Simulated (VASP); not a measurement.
A run of VASP 6.6.1:

POSCAR

```
Te2Mo
1.0
    3.5602328140      0.0000000000      0.0000000000
   -1.7801164070      3.0832520603      0.0000000000
    0.0000000000      0.0000000000     17.5240578200
Te Mo
2 1
Direct
    0.3171166897      0.6342333793      0.8978554500
    0.3333333333      0.6666666667      0.1021445500
    0.0000000000      0.0000000000      0.0000000000
```

File INCAR.step1:

```
SYSTEM = Te2Mo
PREC = Accurate
ENCUT = 520
ISMEAR = 0
SIGMA = 0.05
LREAL = .False.
LASPH = .True.
NELM = 100
NBANDS = 20
GGA = PE
ALGO = Normal
EDIFF = 1E-4
LWAVE = .True.
LCHARG = .False.
```

File INCAR.step2:

```
SYSTEM = Te2Mo
PREC = Accurate
ENCUT = 520
EDIFF = 1E-6
ISMEAR = 0
SIGMA = 0.05
LREAL = .False.
LASPH = .True.
NELM = 100
ALGO = Normal
ISIF = 2
LWAVE = .False.
LCHARG = .True.
METAGGA = R2SCAN
LMIXTAU = .True.
LELF = .True.
LVHAR = .True.
NBANDS = 20
ISTART = 1
```

Contents of KPOINTS:

```
Automatic mesh
0
Gamma
  12 12 2
  0 0 0
```

Potentials or basis: VASP PAW PBE potentials, release 64 (Te, Mo_sv).

Launch:

```console
$ cat potpaw_PBE.64/Te/POTCAR potpaw_PBE.64/Mo_sv/POTCAR > POTCAR
$ cp INCAR.step1 INCAR
$ mpirun -np 1 vasp_std > vasp.out
$ cp INCAR.step2 INCAR
$ mpirun -np 1 vasp_std > vasp.out
```

Hardware: 1 thread of AMD EPYC 7R13 Processor (Zen 3) (shared host).

Problem. Estimate the wall time of this run.

Solution. Run time: 17 min on 1 thread of AMD EPYC 7R13 Processor (Zen 3), on a shared host, peak memory 0.55 GiB. Counts: k points 86.
